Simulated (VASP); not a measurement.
Wanted: the native input for a VASP 6.6.1 run.

```
Task                   : relaxation of cell and atoms
Functional             : PBE
Potentials or basis    : VASP PAW PBE potentials, release 64 (Nb_sv, Pt, Se)
Cutoff                 : 600 eV
k mesh                 : 4 × 4 × 1
Occupations            : gaussian, width 0.15 eV
Spin                   : no spin polarisation
Dipole correction      : no
Further INCAR settings : ALGO = Normal; EDIFF = 1e-07; IBRION = 2; EDIFFG = -0.08; NSW = 36; ISIF = 3
```

The structure of Nb2PtSe5 lies in POSCAR:

```
Nb2PtSe5
1.0
    3.5500000000      0.0000000000      0.0000000000
   -1.7750000000      3.0743901800      0.0000000000
    0.0000000000      0.0000000000     16.4000000000
Nb Pt Se
2 1 5
Direct
    0.3333333300      0.6666666700      0.1020000000
    0.3333333300      0.6666666700      0.5120000000
    0.0000000000      0.0000000000      0.7000000000
    0.0000000000      0.0000000000      0.0000000000
    0.0000000000      0.0000000000      0.2050000000
    0.3333333300      0.6666666700      0.7850000000
    0.6666666700      0.3333333300      0.6150000000
    0.6666666700      0.3333333300      0.4100000000
```

One way to write it, as run:

INCAR

```
PREC = Accurate
ENCUT = 600
EDIFF = 1E-7
ISMEAR = 0
SIGMA = 0.15
LREAL = False
LASPH = True
NELM = 80
ALGO = Normal
ISIF = 3
LWAVE = False
LCHARG = False
GGA = PE
IBRION = 2
NSW = 36
EDIFFG = -0.08
```

KPOINTS

```
regular mesh
0
Gamma
  4 4 1
```

Potentials or basis: VASP PAW PBE potentials, release 64 (Nb_sv, Pt, Se).

Launch:

```console
$ cat potpaw_PBE.64/Nb_sv/POTCAR potpaw_PBE.64/Pt/POTCAR potpaw_PBE.64/Se/POTCAR > POTCAR
$ mpirun -np 1 vasp_std > vasp.out
```

It gave:

```
Relaxed volume                        : 24.08 Å³/atom
Relaxed cell                          : a = 3.522 Å, b = 3.522 Å, c = 17.925 Å, α = 90.00°, β = 90.00°, γ = 120.00°
Space group after relaxing (to 0.1 Å) : P3m1 (No. 156)
Energy gained by relaxing             : 95.8 meV/atom
Ionic steps                           : 24
Pressure after relaxing               : -0.1 GPa
Largest force after relaxing          : 0.069 eV/Å
Band gap on the k mesh                : zero (bands 33 and 34 overlap by 1.03 eV)
```

Caveat: the k points lie up to 0.51 Å⁻¹ apart in the final cell, too coarse for converged energies and pressures of a metal; spin-orbit coupling is left out, which moves the levels of the heavy elements; this functional lacks dispersion, which binds the layers, so the pressure and a relaxed spacing across them are unreliable; the relaxation stopped at a loose force limit of 0.08 eV/Å, so its end isn't a converged minimum.

Run time: 11 min on 1 thread of Intel(R) Xeon(R) 6975P-C (Granite Rapids), on a shared host, peak memory 0.36 GiB.
